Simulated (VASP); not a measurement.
# NaI (Fm-3m) in VASP: further runs, part 2 of 3

VASP 6.6.1. The steps go on from the part before.

## (3) Single point, r2SCAN

Contents of POSCAR:

```
NaI
1.0
    0.0000000000      3.2297205553      3.2297205553
    3.2297205553      0.0000000000      3.2297205553
    3.2297205553      3.2297205553      0.0000000000
Na I
1 1
Direct
    0.0000000000      0.0000000000      0.0000000000
    0.5000000000      0.5000000000      0.5000000000
```

Contents of INCAR.step1:

```
ALGO     = Normal         # electronic algorithm
EDIFF    = 1E-4           # SCF threshold, eV
ENCUT    = 520            # plane-wave cutoff, eV
GGA      = PE             # functional
ISMEAR   = 0              # smearing method
LASPH    = True           # aspherical terms in the spheres
LCHARG   = False          # write CHGCAR
LREAL    = False          # projectors in reciprocal space
LWAVE    = True           # write WAVECAR
NBANDS   = 14             # bands
NELM     = 80             # most SCF steps
PREC     = Accurate       # precision mode
SIGMA    = 0.01           # smearing width, eV
```

Contents of INCAR.step2:

```
ALGO     = Normal         # electronic algorithm
EDIFF    = 1E-6           # SCF threshold, eV
ENCUT    = 520            # plane-wave cutoff, eV
ISIF     = 2              # what is computed and relaxed
ISMEAR   = 0              # smearing method
ISTART   = 1            
LASPH    = True           # aspherical terms in the spheres
LCHARG   = True           # write CHGCAR
LELF     = True           # ELF
LMIXTAU  = True         
LREAL    = False          # projectors in reciprocal space
LVHAR    = True         
LWAVE    = False          # write WAVECAR
METAGGA  = R2SCAN         # meta-GGA
NBANDS   = 14             # bands
NELM     = 80             # most SCF steps
PREC     = Accurate       # precision mode
SIGMA    = 0.01           # smearing width, eV
```

Contents of KPOINTS:

```
k-points
0
Gamma
  6 6 6
```

Potentials or basis: VASP PAW PBE potentials, release 64 (Na_pv, I).

Command:

```sh
cat potpaw_PBE.64/Na_pv/POTCAR potpaw_PBE.64/I/POTCAR > POTCAR
cp INCAR.step1 INCAR
mpirun -np 1 vasp_std > vasp.out
cp INCAR.step2 INCAR
mpirun -np 1 vasp_std > vasp.out
```

OUTCAR:

```text
EDIFF = 1E-6
   ENCUT = 520
   ISIF = 2
   ISMEAR = 0
   ISTART = 1
   LASPH = True
   LREAL = False
   METAGGA = R2SCAN
   NELM = 80
   PREC = Accurate

 ion  position               nearest neighbor table
   1  0.000  0.000  0.000-
   2  0.500  0.500  0.500-

  LATTYP: Found a face centered cubic cell.
 ALAT       =     6.4594411106

  Lattice vectors:

 A1 = (   0.0000000000,   3.2297205553,   3.2297205553)
 A2 = (   3.2297205553,   0.0000000000,   3.2297205553)
 A3 = (   3.2297205553,   3.2297205553,   0.0000000000)

Analysis of symmetry for initial positions (statically):
=====================================================================
 Subroutine PRICEL returns:
 Original cell was already a primitive cell.

 Routine SETGRP: Setting up the symmetry group for a
 face centered cubic supercell.

 Subroutine GETGRP returns: Found 48 space group operations
 (whereof 48 operations were pure point group operations)
 out of a pool of 48 trial point group operations.

The static configuration has the point symmetry O_h .

Analysis of symmetry for dynamics (positions and initial velocities):
=====================================================================
 Subroutine PRICEL returns:
 Original cell was already a primitive cell.

 Routine SETGRP: Setting up the symmetry group for a
 face centered cubic supercell.

 Subroutine GETGRP returns: Found 48 space group operations
 (whereof 48 operations were pure point group operations)
 out of a pool of 48 trial point group operations.

The dynamic configuration has the point symmetry O_h .

 Subroutine INISYM returns: Found 48 space group operations
 (whereof 48 operations are pure point group operations),
 and found     1 'primitive' translations

----------------------------------------------------------------------------------------

                                     Primitive cell

  volume of cell :      67.3790

  direct lattice vectors                    reciprocal lattice vectors
     0.000000000  3.229720555  3.229720555    -0.154812155  0.154812155  0.154812155
     3.229720555  0.000000000  3.229720555     0.154812155 -0.154812155  0.154812155
     3.229720555  3.229720555  0.000000000     0.154812155  0.154812155 -0.154812155

  length of vectors
     4.567514612  4.567514612  4.567514612     0.268142519  0.268142519  0.268142519

  position of ions in fractional coordinates (direct lattice)
     0.000000000  0.000000000  0.000000000
     0.500000000  0.500000000  0.500000000

  ion indices of the primitive-cell ions
   primitive index   ion index
                 1           1
                 2           2

----------------------------------------------------------------------------------------

 KPOINTS: k-points

Automatic generation of k-mesh.
 Grid dimensions read from file:
 generate k-points for:    6    6    6

 Generating k-lattice:

  Cartesian coordinates                     Fractional coordinates (reciprocal lattice)
    -0.025802026  0.025802026  0.025802026     0.166666667  0.000000000  0.000000000
     0.025802026 -0.025802026  0.025802026     0.000000000  0.166666667  0.000000000
     0.025802026  0.025802026 -0.025802026     0.000000000  0.000000000  0.166666667

  Length of vectors
     0.044690420  0.044690420  0.044690420

  Shift w.r.t. Gamma in fractional coordinates (k-lattice)
     0.000000000  0.000000000  0.000000000

 Subroutine IBZKPT returns following result:
 ===========================================

 Found     16 irreducible k-points:

 Following reciprocal coordinates:
            Coordinates               Weight
  0.000000  0.000000  0.000000      1.000000
  0.166667  0.000000  0.000000      8.000000
  0.333333  0.000000  0.000000      8.000000
  0.500000  0.000000  0.000000      4.000000
  0.166667  0.166667  0.000000      6.000000
  0.333333  0.166667  0.000000     24.000000
[... 8 lines left out ...]
 -0.333333  0.333333  0.166667     24.000000
 -0.333333  0.500000  0.166667     12.000000
   k-points           NKPTS =     16   k-points in BZ     NKDIM =     16   number of bands    NBANDS=     14
   number of dos      NEDOS =    301   number of ions     NIONS =      2
   total plane-waves  NPLWV =  46656
   dimension x,y,z NGX =    36 NGY =   36 NGZ =   36
   dimension x,y,z NGXF=    72 NGYF=   72 NGZF=   72
   ions per type =               1   1
   NGX,Y,Z   is equivalent  to a cutoff of  13.10, 13.10, 13.10 a.u.
   NGXF,Y,Z  is equivalent  to a cutoff of  26.21, 26.21, 26.21 a.u.
 SYSTEM =  unknown system
   PREC   = accura    normal or accurate (medium, high low for compatibility)
   ISTART =      1    job   : 0-new  1-cont  2-samecut
   ICHARG =      0    charge: 1-file 2-atom 10-const
   ISPIN  =      1    spin polarized calculation?
   LNONCOLLINEAR =      F non collinear calculations
   LSORBIT =      F    spin-orbit coupling
   LASPH  =      T    aspherical Exc in radial PAW
   ENCUT  =  520.0 eV  38.22 Ry    6.18 a.u.   8.49  8.49  8.49*2*pi/ulx,y,z
   NELM   =     80;   NELMIN=  2; NELMDL=  0     # of ELM steps
   EDIFF  = 0.1E-05   stopping-criterion for ELM
   LREAL  =      F    real-space projection
   EDIFFG = 0.1E-04   stopping-criterion for IOM
   NSW    =      0    number of steps for IOM
   IBRION =     -1    ionic relax: 0-MD 1-quasi-New 2-CG
   NFREE  =      0    steps in history (QN), initial steepest desc. (CG)
   ISIF   =      2    stress and relaxation
   ISYM   =      2    0-nonsym 1-usesym 2-fastsym
   POTIM  = 0.5000    time-step for ionic-motion
   TEBEG  =    0.0;   TEEND  =   0.0 temperature during run
   PSTRESS=    0.0 pullay stress
   NELECT =      14.0000    total number of electrons
   NUPDOWN=      -1.0000    fix difference up-down
   EMIN   =  10.00;   EMAX   =-10.00  energy-range for DOS
   EFERMI =   0.00;   METHOD = LEGACY
   ISMEAR =     0;   SIGMA  =   0.01  broadening in eV -4-tet -1-fermi 0-gaus
   EFERMI_NEDOS =   21; number of points for ismear=-14 and -15
   IALGO  =     38    algorithm
   IMIX   =      4    mixing-type and parameters
     AMIX     =   0.40;   BMIX     =  1.00
     AMIX_MAG =   1.60;   BMIX_MAG =  1.00
  volume/ion in A,a.u.               =      33.69       227.35
  Fermi-wavevector in a.u.,A,eV,Ry     =   0.969637  1.832348 12.792145  0.940196
  Thomas-Fermi vector in A             =   2.099706
   LORBIT       =      0    0 simple, 1 ext, 2 COOP (PROOUT), +10 PAW based schemes
   METAGGA = R2SCAN    functional components
   LHFCALC =     F    Hartree Fock is set to
   AEXX    =    0.0000 exact exchange contribution
   IVDW    =     0    specifies the selected vdW correction
   LEPSILON=     F    determine dielectric tensor
   LRPA    =     F    only Hartree local field effects (RPA)
 non-spin polarized calculation
 Gauss-broadening in eV      SIGMA  =   0.01
  energy-cutoff  :      520.00
  volume of cell :       67.38
 maximum number of plane-waves:      1837
 NGX is ok and might be reduce to    36
   NGX = 17   NGY = 17   NGZ = 17

 number of electron      13.9999994 magnetization

 Free energy of the ion-electron system (eV)
  ---------------------------------------------------
  ext. energy  EPLUGINS =         0.00000000
  ---------------------------------------------------
  free energy    TOTEN  =       -31.08576026 eV

  energy without entropy =      -31.08576026  energy(sigma->0) =      -31.08576026

 E-fermi :   0.6352     XC(G=0):  -8.0951

 val. band max:        0.5234697460   @ k =   0.0000   0.0000   0.0000
 cond. band min:       4.9813937149   @ k =   0.0000   0.0000   0.0000
 fundamental gap:      4.4579239689
 Fermi energy:         0.6351766943

 k-point     1 :       0.0000    0.0000    0.0000
  band No.  band energies     occupation
      1     -22.7213      2.00000
      2     -22.7210      2.00000
      3     -22.7210      2.00000
      4     -10.8386      2.00000
      5       0.5235      2.00000
      6       0.5235      2.00000
      7       0.5235      2.00000
      8       4.9814      0.00000
      9       8.9980      0.00000
     10       8.9981      0.00000
     11       8.9981      0.00000
     12      10.8599      0.00000
     13      10.8599      0.00000
     14      11.6460      0.00000
[... 241 lines left out ...]
      1     -22.7244      2.00000
      2     -22.7233      2.00000
      3     -22.7229      2.00000
      4     -10.4072      2.00000
      5      -1.1906      2.00000
      6      -0.6112      2.00000
      7      -0.3735      2.00000
      8       6.6267      0.00000
      9       7.5333      0.00000
     10       9.7736      0.00000
     11       9.9300      0.00000
     12      13.1515      0.00000
     13      13.9178      0.00000
     14      13.9611      0.00000

------------------------ aborting loop because EDIFF is reached ----------------------------------------

  FORCE on cell =-STRESS in cart. coord.  units (eV):
  Direction    XX          YY          ZZ          XY          YZ          ZX
  --------------------------------------------------------------------------------------
  -------------------------------------------------------------------------------------
  Total       -0.0315363     -0.0315363     -0.0315363      0.0000000      0.0000000      0.0000000
  in kB       -0.7498878     -0.7498878     -0.7498878      0.0000000      0.0000000      0.0000000
  external PRESSURE =      -0.7498878 kB  Pullay stress =       0.0000000 kB

 VOLUME and BASIS-vectors are now :
 -----------------------------------------------------------------------------
  energy-cutoff  :      520.00
  volume of cell :       67.38
      direct lattice vectors                 reciprocal lattice vectors
     0.000000000  3.229720555  3.229720555    -0.154812155  0.154812155  0.154812155
     3.229720555  0.000000000  3.229720555     0.154812155 -0.154812155  0.154812155
     3.229720555  3.229720555  0.000000000     0.154812155  0.154812155 -0.154812155

 POSITION                                       TOTAL-FORCE (eV/Angst)
 -----------------------------------------------------------------------------------
      0.00000      0.00000      0.00000         0.000000      0.000000     -0.000000
      3.22972      3.22972      3.22972        -0.000000     -0.000000      0.000000
 -----------------------------------------------------------------------------------
    total drift:                                0.000000      0.000000      0.000000

  FREE ENERGIE OF THE ION-ELECTRON SYSTEM (eV)
  ---------------------------------------------------
  free  energy   TOTEN  =       -31.0857602639 eV

  energy  without entropy=      -31.0857602639  energy(sigma->0) =      -31.08576026
```

Run time: 55 s. Hardware: 1 thread of AMD EPYC 9R14 (Zen 4), shared host; peak memory 0.18 GiB.

Results:

```yaml
Free_energy: -31.0858 eV
Pressure: -0.1 GPa
Band_gap_on_the_k_mesh: 4.46 eV, direct
```

Caveat: the PAW data sets were made with another functional, which shifts forces and pressure a little; spin-orbit coupling is left out, which moves the levels of the heavy elements. r2SCAN opens gaps a little over a GGA but as a rule still falls short of measured ones.

## (4) Single point, PBEsol

Contents of INCAR:

```
SYSTEM = NaI
PREC     = Accurate       ! precision mode
ENCUT    = 520            ! plane-wave cutoff, eV
EDIFF    = 1E-6           ! SCF threshold, eV
ISMEAR   = 0              ! smearing method
SIGMA    = 0.01           ! smearing width, eV
LREAL    = .False.        ! projectors in reciprocal space
LASPH    = .True.         ! aspherical terms in the spheres
NELM     = 80             ! most SCF steps
ALGO     = Normal         ! electronic algorithm
ISIF     = 2              ! what is computed and relaxed
LWAVE    = .False.        ! write WAVECAR
LCHARG   = .True.         ! write CHGCAR
GGA      = PS             ! functional
LELF     = .True.         ! ELF
LVHAR    = .True.       
NBANDS   = 14             ! bands
ISYM     = 0
```

Contents of KPOINTS:

```
regular mesh
0
Gamma
  8 8 1
  0 0 0
```

POSCAR is that of step 3.

Potentials or basis: VASP PAW PBE potentials, release 64 (Na_pv, I).

Command:

```sh
cat potpaw_PBE.64/Na_pv/POTCAR potpaw_PBE.64/I/POTCAR > POTCAR
mpirun -np 1 vasp_std > vasp.out
```

OUTCAR:

```text
SYSTEM = NaI
   PREC = Accurate
   ENCUT = 520
   EDIFF = 1E-6
   ISMEAR = 0
   LREAL = .False.
   LASPH = .True.
   NELM = 80
   ISIF = 2
   GGA = PS
   ISYM = 0

 ion  position               nearest neighbor table
   1  0.000  0.000  0.000-
   2  0.500  0.500  0.500-

IMPORTANT INFORMATION: All symmetrisations will be switched off!
NOSYMM: (Re-)initialisation of all symmetry stuff for point group C_1.

----------------------------------------------------------------------------------------

                                     Primitive cell

  volume of cell :      67.3790

  direct lattice vectors                    reciprocal lattice vectors
     0.000000000  3.229720555  3.229720555    -0.154812155  0.154812155  0.154812155
     3.229720555  0.000000000  3.229720555     0.154812155 -0.154812155  0.154812155
     3.229720555  3.229720555  0.000000000     0.154812155  0.154812155 -0.154812155

  length of vectors
     4.567514612  4.567514612  4.567514612     0.268142519  0.268142519  0.268142519

  position of ions in fractional coordinates (direct lattice)
     0.000000000  0.000000000  0.000000000
     0.500000000  0.500000000  0.500000000

  ion indices of the primitive-cell ions
   primitive index   ion index
                 1           1
                 2           2

----------------------------------------------------------------------------------------

 KPOINTS: regular mesh

Automatic generation of k-mesh.
 Grid dimensions read from file:
 generate k-points for:    8    8    1

 Generating k-lattice:

  Cartesian coordinates                     Fractional coordinates (reciprocal lattice)
    -0.019351519  0.019351519  0.019351519     0.125000000  0.000000000  0.000000000
     0.019351519 -0.019351519  0.019351519     0.000000000  0.125000000  0.000000000
     0.154812155  0.154812155 -0.154812155     0.000000000  0.000000000  1.000000000

  Length of vectors
     0.033517815  0.033517815  0.268142519

[... 104 lines left out ...]
   LEPSILON=     F    determine dielectric tensor
   LRPA    =     F    only Hartree local field effects (RPA)
 non-spin polarized calculation
 Gauss-broadening in eV      SIGMA  =   0.01
  energy-cutoff  :      520.00
  volume of cell :       67.38
 maximum number of plane-waves:      1839
 NGX is ok and might be reduce to    36
   NGX = 17   NGY = 17   NGZ = 17

 number of electron      13.9999994 magnetization

 Free energy of the ion-electron system (eV)
  ---------------------------------------------------
  ext. energy  EPLUGINS =         0.00000000
  ---------------------------------------------------
  free energy    TOTEN  =        -4.84244161 eV

  energy without entropy =       -4.84244161  energy(sigma->0) =       -4.84244161

 E-fermi :   1.0691     XC(G=0):  -7.7712

 val. band max:        0.9572336564   @ k =   0.0000   0.0000   0.0000
 cond. band min:       4.4013889976   @ k =   0.0000   0.0000   0.0000
 fundamental gap:      3.4441553412
 Fermi energy:         1.0690982462

 k-point     1 :       0.0000    0.0000    0.0000
  band No.  band energies     occupation
      1     -21.5885      2.00000
      2     -21.5630      2.00000
      3     -21.5570      2.00000
      4     -10.0974      2.00000
      5       0.9161      2.00000
      6       0.9243      2.00000
      7       0.9572      2.00000
      8       4.4014      0.00000
      9       8.6405      0.00000
     10       8.6573      0.00000
     11       8.8556      0.00000
     12      10.5462      0.00000
     13      10.6281      0.00000
     14      11.1217      0.00000
[... 377 lines left out ...]
      1     -21.5901      2.00000
      2     -21.5660      2.00000
      3     -21.5581      2.00000
      4      -9.7998      2.00000
      5      -0.7546      2.00000
      6       0.2774      2.00000
      7       0.4072      2.00000
      8       6.2501      0.00000
      9       7.0819      0.00000
     10       8.3800      0.00000
     11       9.9223      0.00000
     12      10.9184      0.00000
     13      12.1725      0.00000
     14      13.7930      0.00000

 [... further k-points ...]

------------------------ aborting loop because EDIFF is reached ----------------------------------------

  FORCE on cell =-STRESS in cart. coord.  units (eV):
  Direction    XX          YY          ZZ          XY          YZ          ZX
  --------------------------------------------------------------------------------------
  -------------------------------------------------------------------------------------
  Total        1.8801602      1.8801573      0.0402303      1.7562926      0.0000108      0.0000109
  in kB       44.7075215     44.7074540      0.9566198     41.7621268      0.0002580      0.0002594
  external PRESSURE =      30.1238651 kB  Pullay stress =       0.0000000 kB

 VOLUME and BASIS-vectors are now :
 -----------------------------------------------------------------------------
  energy-cutoff  :      520.00
  volume of cell :       67.38
      direct lattice vectors                 reciprocal lattice vectors
     0.000000000  3.229720555  3.229720555    -0.154812155  0.154812155  0.154812155
     3.229720555  0.000000000  3.229720555     0.154812155 -0.154812155  0.154812155
     3.229720555  3.229720555  0.000000000     0.154812155  0.154812155 -0.154812155

 POSITION                                       TOTAL-FORCE (eV/Angst)
 -----------------------------------------------------------------------------------
      0.00000      0.00000      0.00000         0.000000     -0.000000      0.000000
      3.22972      3.22972      3.22972        -0.000000      0.000000     -0.000000
 -----------------------------------------------------------------------------------
    total drift:                               -0.000000      0.000000      0.000000

  FREE ENERGIE OF THE ION-ELECTRON SYSTEM (eV)
  ---------------------------------------------------
  free  energy   TOTEN  =        -4.8424416132 eV

  energy  without entropy=       -4.8424416132  energy(sigma->0) =       -4.84244161
```

stdout:

```text
POSCAR found type information on POSCAR NaI
 POSCAR found :  2 types and       2 ions
 scaLAPACK will be used
 -----------------------------------------------------------------------------
|                                                                             |
|                                                                             |
[... 21 lines left out ...]
|     Results are often still useful ...                                      |
|                                                                             |
 -----------------------------------------------------------------------------

 POSCAR, INCAR and KPOINTS ok, starting setup
 FFT: planning ... GRIDC
 FFT: planning ... GRID_SOFT
 FFT: planning ... GRID
 WAVECAR not read
 entering main loop
```

Run time: 21 s. Hardware: 1 thread of AMD EPYC 9R14 (Zen 4), shared host; peak memory 0.18 GiB.

The run converged, but its numbers aren't listed here, since they failed a check.

Caveat: the k points lie up to 1.68 Å⁻¹ apart; the PAW data sets were made with another functional, which shifts forces and pressure a little; spin-orbit coupling is left out, which moves the levels of the heavy elements.

[end of part 2 of 3]
